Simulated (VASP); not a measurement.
# ZnRe (P-6m2) in VASP: further runs

Aim: see how the results for ZnRe move with the level of theory and the settings. Levels: RPBE, BLYP. Tasks: single point.

Everything below comes from runs of VASP 6.6.1. Logs are shortened: lines on timing, memory, paths and dates and some standing lists are left out, and cuts for length are marked.

### Step 1. The cell of the first run

It takes space group P-6m2 (No. 187, hexagonal). Conventional cell: a = 2.748 Å, b = 2.748 Å, c = 4.494 Å, α = 90.00°, β = 90.00°, γ = 120.00°. Within 3.6 Å of Zn (site symmetry -6m2) lie 6 Zn at 2.75 Å and 6 Re at 2.75 Å. Within 3.6 Å of Re (site symmetry -6m2) lie 6 Re at 2.75 Å and 6 Zn at 2.75 Å.

### Step 2. Single point, RPBE

File INCAR:

```
SYSTEM = ZnRe
ALGO = Normal
EDIFF = 1E-6
ENCUT = 500
GGA = RP
GGA_COMPAT = .FALSE.
ISIF = 2
ISMEAR = -1
LASPH = .TRUE.
LCHARG = .FALSE.
LREAL = .FALSE.
LWAVE = .FALSE.
NBANDS = 20
NELM = 120
PREC = Accurate
SIGMA = 0.1
```

File KPOINTS:

```
k-points
0
G
  14 14 8
  0 0 0
```

File POSCAR:

```
ZnRe
1.0
    2.7482180000      0.0000000000      0.0000000000
   -1.3741090000      2.3800270000      0.0000000000
    0.0000000000      0.0000000000      4.4940660000
Zn Re
1 1
Direct
    0.0000000000      0.0000000000      0.0000000000
    0.3333333333      0.6666666667      0.5000000000
```

Potentials or basis: VASP PAW PBE potentials, release 64 (Zn, Re_sv_GW).

On the command line:

```console
$ cat potpaw_PBE.64/Zn/POTCAR potpaw_PBE.64/Re_sv_GW/POTCAR > POTCAR
$ mpirun -np 1 vasp_std > vasp.out
```

OUTCAR:

```text
SYSTEM = ZnRe
   EDIFF = 1E-6
   ENCUT = 500
   GGA = RP
   ISIF = 2
   ISMEAR = -1
   LASPH = .TRUE.
   LREAL = .FALSE.
   NELM = 120
   PREC = Accurate

 ion  position               nearest neighbor table
   1  0.000  0.000  0.000-   2 2.75   2 2.75   2 2.75   2 2.75   2 2.75   2 2.75
   2  0.333  0.667  0.500-   1 2.75   1 2.75   1 2.75   1 2.75   1 2.75   1 2.75

  LATTYP: Found a hexagonal cell.
 ALAT       =     2.7482180000
 C/A-ratio  =     1.6352654702

  Lattice vectors:

 A1 = (   2.7482180000,   0.0000000000,   0.0000000000)
 A2 = (  -1.3741090000,   2.3800270000,   0.0000000000)
 A3 = (   0.0000000000,   0.0000000000,   4.4940660000)

Analysis of symmetry for initial positions (statically):
=====================================================================
 Subroutine PRICEL returns:
 Original cell was already a primitive cell.

 Routine SETGRP: Setting up the symmetry group for a
 hexagonal supercell.

 Subroutine GETGRP returns: Found 12 space group operations
 (whereof 12 operations were pure point group operations)
 out of a pool of 24 trial point group operations.

The static configuration has the point symmetry D_3h.

Analysis of symmetry for dynamics (positions and initial velocities):
=====================================================================
 Subroutine PRICEL returns:
 Original cell was already a primitive cell.

 Routine SETGRP: Setting up the symmetry group for a
 hexagonal supercell.

 Subroutine GETGRP returns: Found 12 space group operations
 (whereof 12 operations were pure point group operations)
 out of a pool of 24 trial point group operations.

The dynamic configuration has the point symmetry D_3h.

 Subroutine INISYM returns: Found 12 space group operations
 (whereof 12 operations are pure point group operations),
 and found     1 'primitive' translations

----------------------------------------------------------------------------------------

                                     Primitive cell

  volume of cell :      29.3949

  direct lattice vectors                    reciprocal lattice vectors
     2.748218000  0.000000000  0.000000000     0.363872153  0.210081650  0.000000000
    -1.374109000  2.380027000  0.000000000     0.000000000  0.420163301  0.000000000
     0.000000000  0.000000000  4.494066000     0.000000000  0.000000000  0.222515646

  length of vectors
     2.748218000  2.748218344  4.494066000     0.420163353  0.420163301  0.222515646

  position of ions in fractional coordinates (direct lattice)
     0.000000000  0.000000000  0.000000000
     0.333333333  0.666666667  0.500000000

  ion indices of the primitive-cell ions
   primitive index   ion index
                 1           1
                 2           2

----------------------------------------------------------------------------------------

 KPOINTS: k-points

Automatic generation of k-mesh.
 Grid dimensions read from file:
 generate k-points for:   14   14    8

 Generating k-lattice:

  Cartesian coordinates                     Fractional coordinates (reciprocal lattice)
     0.025990868  0.015005832  0.000000000     0.071428571  0.000000000  0.000000000
     0.000000000  0.030011664  0.000000000     0.000000000  0.071428571  0.000000000
     0.000000000  0.000000000  0.027814456     0.000000000  0.000000000  0.125000000

  Length of vectors
     0.030011668  0.030011664  0.027814456

  Shift w.r.t. Gamma in fractional coordinates (k-lattice)
     0.000000000  0.000000000  0.000000000

 Subroutine IBZKPT returns following result:
 ===========================================

 Found    120 irreducible k-points:

 Following reciprocal coordinates:
            Coordinates               Weight
  0.000000  0.000000  0.000000      1.000000
  0.071429 -0.000000  0.000000      6.000000
  0.142857  0.000000  0.000000      6.000000
  0.214286  0.000000  0.000000      6.000000
  0.285714 -0.000000  0.000000      6.000000
  0.357143 -0.000000  0.000000      6.000000
[... 16 lines left out ...]
  0.285714  0.285714  0.000000      6.000000
  0.357143  0.285714  0.000000      6.000000
 [... further k-points ...]
   k-points           NKPTS =    120   k-points in BZ     NKDIM =    120   number of bands    NBANDS=     20
   number of dos      NEDOS =    301   number of ions     NIONS =      2
   total plane-waves  NPLWV =  14400
   dimension x,y,z NGX =    20 NGY =   20 NGZ =   36
   dimension x,y,z NGXF=    40 NGYF=   40 NGZF=   72
   ions per type =               1   1
   NGX,Y,Z   is equivalent  to a cutoff of  12.10, 12.10, 13.32 a.u.
   NGXF,Y,Z  is equivalent  to a cutoff of  24.20, 24.20, 26.63 a.u.
 SYSTEM =  ZnRe
   PREC   = accura    normal or accurate (medium, high low for compatibility)
   ISTART =      0    job   : 0-new  1-cont  2-samecut
   ICHARG =      2    charge: 1-file 2-atom 10-const
   ISPIN  =      1    spin polarized calculation?
   LNONCOLLINEAR =      F non collinear calculations
   LSORBIT =      F    spin-orbit coupling
   LASPH  =      T    aspherical Exc in radial PAW
   ENCUT  =  500.0 eV  36.75 Ry    6.06 a.u.   5.01  5.01  8.19*2*pi/ulx,y,z
   NELM   =    120;   NELMIN=  2; NELMDL= -5     # of ELM steps
   EDIFF  = 0.1E-05   stopping-criterion for ELM
   LREAL  =      F    real-space projection
   EDIFFG = 0.1E-04   stopping-criterion for IOM
   NSW    =      0    number of steps for IOM
   IBRION =     -1    ionic relax: 0-MD 1-quasi-New 2-CG
   NFREE  =      0    steps in history (QN), initial steepest desc. (CG)
   ISIF   =      2    stress and relaxation
   ISYM   =      2    0-nonsym 1-usesym 2-fastsym
   POTIM  = 0.5000    time-step for ionic-motion
   TEBEG  =    0.0;   TEEND  =   0.0 temperature during run
   PSTRESS=    0.0 pullay stress
   NELECT =      27.0000    total number of electrons
   NUPDOWN=      -1.0000    fix difference up-down
   EMIN   =  10.00;   EMAX   =-10.00  energy-range for DOS
   EFERMI =   0.00;   METHOD = LEGACY
   ISMEAR =    -1;   SIGMA  =   0.10  broadening in eV -4-tet -1-fermi 0-gaus
   EFERMI_NEDOS =   21; number of points for ismear=-14 and -15
   IALGO  =     38    algorithm
   IMIX   =      4    mixing-type and parameters
     AMIX     =   0.40;   BMIX     =  1.00
     AMIX_MAG =   1.60;   BMIX_MAG =  1.00
  volume/ion in A,a.u.               =      14.70        99.18
  Fermi-wavevector in a.u.,A,eV,Ry     =   1.591373  3.007258 34.456308  2.532467
  Thomas-Fermi vector in A             =   2.689923
   LORBIT       =      0    0 simple, 1 ext, 2 COOP (PROOUT), +10 PAW based schemes
   GGA     = RP    functional components
   LHFCALC =     F    Hartree Fock is set to
   AEXX    =    0.0000 exact exchange contribution
   IVDW    =     0    specifies the selected vdW correction
   LEPSILON=     F    determine dielectric tensor
   LRPA    =     F    only Hartree local field effects (RPA)
 non-spin polarized calculation
  energy-cutoff  :      500.00
  volume of cell :       29.39
 maximum number of plane-waves:       764
 NGX is ok and might be reduce to    20
   NGX =  9   NGY =  9   NGZ = 17

 number of electron      27.0000013 magnetization

 Free energy of the ion-electron system (eV)
  ---------------------------------------------------
  ext. energy  EPLUGINS =         0.00000000
  ---------------------------------------------------
  free energy    TOTEN  =       -13.66056886 eV

  energy without entropy =      -13.61922512  energy(sigma->0) =      -13.63989699

 E-fermi :   8.2584     XC(G=0): -12.9443

 val. band max:        8.2550249299   @ k =   0.3571   0.0714   0.5000
 cond. band min:       8.2988449810   @ k =   0.2857   0.1429   0.1250
 fundamental gap:      0.0438200511
 Fermi energy:         8.2584180070

 k-point     1 :       0.0000    0.0000    0.0000
  band No.  band energies     occupation
      1     -71.9411      2.00000
      2     -33.9035      2.00000
      3     -33.2454      2.00000
      4     -33.2454      2.00000
      5      -2.0078      2.00000
      6       0.3390      2.00000
[... 12 lines left out ...]
     19      25.3962      0.00000
     20      25.4021      0.00000

 k-point     2 :       0.0714   -0.0000    0.0000
  band No.  band energies     occupation
      1     -71.9379      2.00000
      2     -33.8974      2.00000
      3     -33.2940      2.00000
      4     -33.2568      2.00000
      5      -1.8402      2.00000
      6       0.3948      2.00000
[... 12 lines left out ...]
     19      23.7599      0.00000
     20      24.3905      0.00000

 k-point     3 :       0.1429    0.0000    0.0000
  band No.  band energies     occupation
      1     -71.9274      2.00000
      2     -33.8794      2.00000
      3     -33.4261      2.00000
      4     -33.2875      2.00000
      5      -1.3576      2.00000
      6       0.5248      2.00000
[... 12 lines left out ...]
     19      22.8517      0.00000
     20      23.8217      0.00000

 k-point     4 :       0.2143    0.0000    0.0000
  band No.  band energies     occupation
      1     -71.9123      2.00000
      2     -33.8527      2.00000
      3     -33.6138      2.00000
      4     -33.3319      2.00000
      5      -0.6309      2.00000
      6       0.6237      2.00000
[... 12 lines left out ...]
     19      21.4192      0.00000
     20      23.9279      0.00000

 k-point     5 :       0.2857   -0.0000    0.0000
  band No.  band energies     occupation
      1     -71.8954      2.00000
      2     -33.8226      2.00000
      3     -33.8176      2.00000
      4     -33.3808      2.00000
      5       0.1058      2.00000
      6       0.6685      2.00000
[... 12 lines left out ...]
     19      20.1797      0.00000
     20      22.6075      0.00000
[... 353 lines left out ...]
      6       0.7071      2.00000
[... 12 lines left out ...]
     19      16.3605      0.00000
     20      21.5074      0.00000

 k-point    22 :       0.3571    0.2143    0.0000
  band No.  band energies     occupation
      1     -71.8596      2.00000
      2     -34.0370      2.00000
      3     -33.7592      2.00000
      4     -33.6867      2.00000
      5       0.5974      2.00000
      6       0.6675      2.00000
[... 12 lines left out ...]
     19      18.0872      0.00000
     20      20.0795      0.00000

 k-point    23 :       0.2857    0.2857    0.0000
  band No.  band energies     occupation
      1     -71.8589      2.00000
      2     -33.9861      2.00000
      3     -33.7578      2.00000
      4     -33.7525      2.00000
      5       0.6847      2.00000
      6       0.7155      2.00000
[... 12 lines left out ...]
     19      18.3057      0.00000
     20      20.5751      0.00000

 k-point    24 :       0.3571    0.2857    0.0000
  band No.  band energies     occupation
      1     -71.8563      2.00000
      2     -33.9558      2.00000
      3     -33.8180      2.00000
      4     -33.7533      2.00000
      5       0.6782      2.00000
      6       0.7488      2.00000
[... 12 lines left out ...]
     19      19.4220      0.00000
     20      20.3321      0.00000

 [... further k-points ...]

------------------------ aborting loop because EDIFF is reached ----------------------------------------

  FORCE on cell =-STRESS in cart. coord.  units (eV):
  Direction    XX          YY          ZZ          XY          YZ          ZX
  --------------------------------------------------------------------------------------
  -------------------------------------------------------------------------------------
  Total        0.2592557      0.2592558      0.2261951      0.0000000      0.0000000      0.0000000
  in kB       14.1307885     14.1307932     12.3288154      0.0000000      0.0000000      0.0000000
  external PRESSURE =      13.5301323 kB  Pullay stress =       0.0000000 kB

 VOLUME and BASIS-vectors are now :
 -----------------------------------------------------------------------------
  energy-cutoff  :      500.00
  volume of cell :       29.39
      direct lattice vectors                 reciprocal lattice vectors
     2.748218000  0.000000000  0.000000000     0.363872153  0.210081650  0.000000000
    -1.374109000  2.380027000  0.000000000     0.000000000  0.420163301  0.000000000
     0.000000000  0.000000000  4.494066000     0.000000000  0.000000000  0.222515646

 POSITION                                       TOTAL-FORCE (eV/Angst)
 -----------------------------------------------------------------------------------
      0.00000      0.00000      0.00000         0.000000      0.000000      0.000000
     -0.00000      1.58668      2.24703        -0.000000      0.000000      0.000000
 -----------------------------------------------------------------------------------
    total drift:                                0.000001      0.000002     -0.000000

  FREE ENERGIE OF THE ION-ELECTRON SYSTEM (eV)
  ---------------------------------------------------
  free  energy   TOTEN  =       -13.6605688565 eV

  energy  without entropy=      -13.6192251229  energy(sigma->0) =      -13.63989699
```

Run time: 23 s. Hardware: 1 thread of AMD EPYC 9R45 (Zen 5), shared host; peak memory 0.17 GiB.

What came out:

```
Free energy            : -13.6606 eV
Pressure               : 1.4 GPa
Band gap on the k mesh : zero (an odd number of electrons rules out a gap without spin polarisation)
```

Stress tensor (GPa, compression positive):
```
1.41 0.00 0.00
0.00 1.41 0.00
0.00 0.00 1.23
```

Levels at points of the mesh, in eV from the Fermi level:
```csv
k point,band 10,band 11,band 12,band 13,band 14,band 15,band 16,band 17,band 18,band 19
"(0.00, 0.00, 0.00)",-6.91,-5.03,-1.58,-1.26,-1.26,1.73,1.73,4.77,13.94,17.14
"(0.50, 0.00, 0.00)",-5.39,-3.98,-3.27,-1.64,0.77,4.17,4.97,6.29,6.61,9.85
"(0.00, 0.00, 0.50)",-6.92,-6.92,-3.13,-1.17,-1.17,1.66,1.66,9.35,13.75,14.47
"(0.50, 0.00, 0.50)",-5.20,-4.61,-1.39,-0.48,0.27,1.08,4.14,4.18,8.46,12.39
```

Caveat: the PAW data sets were made with another functional, which shifts forces and pressure a little; spin-orbit coupling is left out, which moves the levels of the heavy elements.

### Step 3. Single point, BLYP

File INCAR:

```
AGGAC    = 1.0          
AGGAX    = 1.0          
ALDAC    = 0.0          
ALDAX    = 1.0          
ALGO     = Normal         # electronic algorithm
EDIFF    = 1E-6           # SCF threshold, eV
ENCUT    = 500            # plane-wave cutoff, eV
GGA      = B5             # functional
GGA_COMPAT= False        
ISIF     = 2              # what is computed and relaxed
ISMEAR   = -1             # smearing method
LASPH    = True           # aspherical terms in the spheres
LCHARG   = False          # write CHGCAR
LREAL    = False          # projectors in reciprocal space
LWAVE    = False          # write WAVECAR
NBANDS   = 20             # bands
NELM     = 120            # most SCF steps
PREC     = Accurate       # precision mode
SIGMA    = 0.1            # smearing width, eV
```

File KPOINTS:

```
k-points
0
Gamma
  14 14 8
```

POSCAR is that of step 2.

Potentials or basis: VASP PAW PBE potentials, release 64 (Zn, Re_sv_GW).

On the command line:

```console
$ cat potpaw_PBE.64/Zn/POTCAR potpaw_PBE.64/Re_sv_GW/POTCAR > POTCAR
$ mpirun -np 1 vasp_std > vasp.out
```

It took 73 s on 1 thread of Intel Xeon Platinum 8259CL at 2.50GHz (Skylake/Cascade Lake), shared host; peak memory 0.2 GiB.

The run converged. Its results:

```
Free energy            : -12.3064 eV
Pressure               : 8.1 GPa
Band gap on the k mesh : zero (an odd number of electrons rules out a gap without spin polarisation)
```

Stress tensor (GPa, compression positive):
```
8.95 0.00 0.00
0.00 8.95 0.00
0.00 0.00 6.29
```

Levels at points of the mesh, in eV from the Fermi level:
```
           k point  band 10  band 11  band 12  band 13  band 14  band 15  band 16  band 17  band 18  band 19
(0.00, 0.00, 0.00)    -7.15    -5.04    -1.35    -1.29    -1.29     1.68     1.68     4.68    14.21    16.86
(0.50, 0.00, 0.00)    -5.37    -3.94    -3.23    -1.62     0.73     4.12     4.94     6.47     6.70     9.80
(0.00, 0.00, 0.50)    -7.16    -7.16    -3.12    -1.20    -1.20     1.61     1.61     9.57    13.79    14.65
(0.50, 0.00, 0.50)    -5.17    -4.63    -1.32    -0.47     0.24     1.33     3.98     4.13     8.48    12.68
```

Caveat: the cell stands under pressure; the PAW data sets were made with another functional, which shifts forces and pressure a little; spin-orbit coupling is left out, which moves the levels of the heavy elements.
